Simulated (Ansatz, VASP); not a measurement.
Al2O3 in VASP and in Ansatz

File INCAR:

```
SYSTEM = Al2O3
PREC = Accurate
ENCUT = 520
EDIFF = 1E-6
ISMEAR = 0
SIGMA = 0.05
LREAL = .FALSE.
LASPH = .TRUE.
NELM = 100
ALGO = Normal
ISIF = 2
LWAVE = .FALSE.
LCHARG = .FALSE.
GGA = CA
NBANDS = 20
```

Contents of KPOINTS:

```
Automatic mesh
0
G
  12 12 4
  0 0 0
```

POSCAR

```
Al2O3
1.0
    2.7977951999      0.0000000000      0.0000000000
   -1.3988976000      2.4229617176      0.0000000000
    0.0000000000      0.0000000000      9.3367544600
Al O
2 3
Direct
    0.0000000000      0.0000000000      0.1499923300
    0.0000000000      0.0000000000      0.8500076700
    0.3333333333      0.6666666667      0.2223169200
    0.6666666667      0.3333333333      0.0000000000
    0.3333333333      0.6666666667      0.7776830800
```

Input for Ansatz:

```yaml
crystal:
  lattice:
    - [2.7977951999, 0.0, 0.0]
    - [-1.3988976, 2.4229617176, 0.0]
    - [0.0, 0.0, 9.33675446]
  atoms:
    - { symbol: Al, position: [0.0, 0.0, 0.14999233] }
    - { symbol: Al, position: [0.0, 0.0, 0.85000767] }
    - { symbol: O, position: [0.3333333333, 0.6666666667, 0.22231692] }
    - { symbol: O, position: [0.6666666667, 0.3333333333, 0.0] }
    - { symbol: O, position: [0.3333333333, 0.6666666667, 0.77768308] }
basis:
  ecutwfc: 420
kpoints:
  mp_grid: { grid: [12, 12, 4] }
hamiltonian:
  xc: lda
scf:
  occupations: { method: gaussian, width: 0.05 }
output:
  forces: true
  stress: true
  eigenvalues: true
  write_density: true
  write_potential: true
  elf: true
  volumetric_format: npy
```

Change from the starting cell: strain -0.030 along x and y, +0.000 along z, atoms carried along.

Alike in both runs: task single point; functional LDA; k mesh 12 × 12 × 4; occupations gaussian, width 0.05 eV; no spin polarisation.

```csv
,VASP,Ansatz
version,VASP 6.6.1,Ansatz 0.2.0
potentials or method,"VASP PAW LDA potentials, release 64 (Al, O), cutoff 520 eV","scalar-relativistic, plane waves, PAW"
valence electrons in the cell,24,24
```

|  | VASP | Ansatz | Ansatz less VASP |
| --- | --- | --- | --- |
| gap on the k mesh at the Fermi level (eV) | 5.57 | 5.59 | +0.019 |
| least direct gap on the mesh (eV) | 5.87 | 5.88 | +0.008 |
| pressure (GPa) | 4.5 | 3.6 | -0.87 |
| traceless stress, the component that is largest in VASP (GPa) | -7.21 | -6.55 | +0.663 |
| rms of the force components (eV/Å) | 0.267 | 0.255 | -0.0121 |

LDA's correlation is that of Perdew and Zunger in VASP and of Perdew and Wang (1992) in Ansatz. Atom by atom the forces differ by 0.020 eV/Å (rms over components).
